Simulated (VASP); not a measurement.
Input of a VASP 6.6.1 run:

File INCAR:

```
SYSTEM = SnTe
ALGO     = Normal         ! electronic algorithm
EDIFF    = 1E-6           ! SCF threshold, eV
ENCUT    = 520            ! plane-wave cutoff, eV
GGA      = PS             ! functional
ISIF     = 2              ! what is computed and relaxed
ISMEAR   = -1             ! smearing method
LASPH    = .TRUE.         ! aspherical terms in the spheres
LCHARG   = .FALSE.        ! write CHGCAR
LREAL    = .FALSE.        ! projectors in reciprocal space
LWAVE    = .FALSE.        ! write WAVECAR
NBANDS   = 17             ! bands
NELM     = 60             ! most SCF steps
PREC     = Accurate       ! precision mode
SIGMA    = 0.05           ! smearing width, eV
```

The input KPOINTS:

```
k-points
0
G
  7 7 7
  0 0 0
```

Contents of POSCAR:

```
SnTe
1.0
    0.0000000000      3.1508500000      3.1508500000
    3.1508500000      0.0000000000      3.1508500000
    3.1508500000      3.1508500000      0.0000000000
Te Sn
1 1
Direct
    0.5104120000      0.4941380000      0.5059000000
    0.0035920000     -0.0098350000     -0.0035280000
```

Potentials or basis: VASP PAW PBE potentials, release 64 (Te, Sn_d).

Launch:

```sh
$ cat potpaw_PBE.64/Te/POTCAR potpaw_PBE.64/Sn_d/POTCAR > POTCAR
$ mpirun -np 1 vasp_std > vasp.out
```

(1) Predict the pressure.

(2) What does it give for the largest force?

Results:

(1) -0.3 GPa.

(2) 0.013 eV/Å.

Caveat: the cell differs from its parent crystal (atoms moved at random); the PAW data sets were made with another functional, which shifts forces and pressure a little.
